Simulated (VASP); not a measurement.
Ga2BAs3: single point with PBE

Ga2BAs3:

```
CELL_PARAMETERS angstrom
5.56092 0.00000 0.00000
-2.78046 4.81590 0.00000
0.00000 0.00000 8.70135
ATOMIC_POSITIONS crystal
Ga 0.33333 0.66667 0.96230
Ga 0.66667 0.33333 0.46230
Ga 0.33333 0.66667 0.53770
Ga 0.66667 0.33333 0.03770
B 0.00000 0.00000 0.00000
B 0.00000 0.00000 0.50000
As 0.15241 0.30483 0.25000
As 0.84759 0.15241 0.75000
As 0.69517 0.84759 0.25000
As 0.84759 0.69517 0.75000
As 0.15241 0.84759 0.25000
As 0.30483 0.15241 0.75000
```

The cell was built from a structure type or drawn by symmetry, and may not be a known phase.

```json
{"Program": "VASP 6.6.1", "Task": "single point", "Functional": "PBE", "Potentials or basis": "VASP PAW PBE potentials, release 64 (Ga_d, B, As)", "Cutoff": "520 eV", "k mesh": "6 × 6 × 2", "Occupations": "gaussian, width 0.1 eV", "Spin": "no spin polarisation"}
```

* Pressure: 0.1 GPa
* Largest force: 0.061 eV/Å
* Band gap on the k mesh: zero (bands 44 and 45 overlap by 1.33 eV)

Forces in eV/Å, atoms in the order of the input:
```
Ga   0.000  0.000  0.009
Ga   0.000  0.000  0.009
Ga   0.000  0.000 -0.009
Ga   0.000  0.000 -0.009
B    0.000  0.000  0.000
B    0.000  0.000  0.000
As   0.000  0.061  0.000
As  -0.053  0.030  0.000
As  -0.053 -0.030  0.000
As   0.000 -0.061  0.000
As   0.053 -0.030  0.000
As   0.053  0.030  0.000
```

Levels at points of the mesh, in eV from the Fermi level:
```csv
k point,band 42,band 43,band 44,band 45,band 46,band 47
"(0.00, 0.00, 0.00)",-1.23,-1.23,1.09,1.09,1.19,1.35
"(0.50, 0.00, 0.00)",-0.83,-0.45,-0.20,-0.12,-0.07,0.14
"(0.00, 0.00, 0.50)",-1.77,-1.19,-1.19,0.53,0.53,0.53
"(0.50, 0.00, 0.50)",-1.35,-0.34,-0.34,-0.23,-0.23,1.37
```

It took 2 min on 1 thread of AMD EPYC 9R45 96-Core Processor (Zen 5), on a shared host, peak memory 0.4 GiB.

Caveat: the k points lie up to 0.36 Å⁻¹ apart, too coarse for converged energies and pressures of a metal.
